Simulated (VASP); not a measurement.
Write the native input for VASP 6.6.1 that does the following.

```yaml
Task: single point
Functional: PBE
Dispersion: D3(BJ)
Potentials_or_basis: VASP PAW PBE potentials, release 64 (B, F, N, H)
Cutoff: 520 eV
k_mesh: 1 × 1 × 1
Occupations: fermi-dirac, width 0.02 eV
Spin: no spin polarisation
Dipole_correction: no
Further_INCAR_settings: LREAL = Auto; ALGO = Normal; EDIFF = 1e-06; NBANDS = 86
```

The structure of BH3NF3 lies in POSCAR:

```
BH3NF3
1.0
    6.9793560000      0.0000000000      0.0000000000
    0.0000000000      7.0651390000      0.0000000000
    0.0000000000      0.0000000000      6.4853050000
B F N H
4 12 4 12
Direct
    0.2181433359      0.1623605707      0.0715926236
    0.5625447391      0.6155434451      0.7908340471
    0.9387112507      0.5388004397      0.3534452119
    0.1838708328     -0.0114788966      0.5222113686
    0.3036096740      0.0235664153     -0.0439455045
    0.3877005271      0.2441424012      0.1559834117
    0.0979603276      0.0494965492      0.2537274654
    0.6245418632      0.7895244524      0.7029276187
    0.7341508300      0.5089779550      0.8276865930
    0.4566897003      0.5192820693      0.6494682979
    0.7787251431      0.4288521429      0.3492665341
    0.9996337771      0.6303909944      0.1901992273
    1.0124573098      0.5459340573      0.5373841323
    0.2773465059      0.1649790613      0.5452634841
    0.2719448614     -0.1682910980      0.4722214298
    0.0264924156     -0.0447124961      0.6200325197
    0.6879144723     -0.0410749173      0.2377837280
    0.0944213191      0.2869299528      0.9471566873
    0.4631945985      0.6553020401      0.0061523706
    0.6851491742      0.1479659494      0.7788993733
    0.6942331069     -0.0648677967      0.3900510462
    0.8322687652     -0.0089453300      0.2135597323
    0.5889655149      0.0655613428      0.2175533764
    0.0670548973      0.4167080082      0.9876328099
    0.1801885446      0.2968943711      0.8185891026
   -0.1805324159      0.2160042428      0.8097845822
    0.4287071758      0.5264156869      0.0655944478
    0.5567992233      0.7428303958      0.1026320273
    0.3265200973      0.7196602926     -0.0208625500
    0.6149564516      0.2005197633      0.9025481454
    0.6371791323      0.2471855118      0.6683571551
    0.6710791082     -0.0018117124      0.7448994303
```

These files were run (other wordings do the same):

INCAR

```
SYSTEM = BH3NF3
  ALGO = Normal
  EDIFF = 1E-6
  ENCUT = 520
  GGA = PE
  GGA_COMPAT = .False.
  ISIF = 2
  ISMEAR = -1
  IVDW = 12
  LASPH = .True.
  LCHARG = .False.
  LREAL = Auto
  LWAVE = .False.
  NBANDS = 86
  NELM = 120
  PREC = Accurate
  SIGMA = 0.02
```

KPOINTS

```
k-points
0
Gamma
  1 1 1
  0 0 0
```

Potentials or basis: VASP PAW PBE potentials, release 64 (B, F, N, H).

The run is started by

```sh
$ cat potpaw_PBE.64/B/POTCAR potpaw_PBE.64/F/POTCAR potpaw_PBE.64/N/POTCAR potpaw_PBE.64/H/POTCAR > POTCAR
$ mpirun -np 1 vasp_gam > vasp.out
```

Results of the run:

- Pressure: 1.3 GPa
- Largest force: 3.183 eV/Å
- Band gap on the k mesh: 4.96 eV
- Dispersion energy per atom: -0.049 eV

Caveat: the k points lie up to 0.97 Å⁻¹ apart.

Wall time 29 s on 1 thread of Intel(R) Xeon(R) 6975P-C (Granite Rapids), on a shared host, peak memory 0.33 GiB.
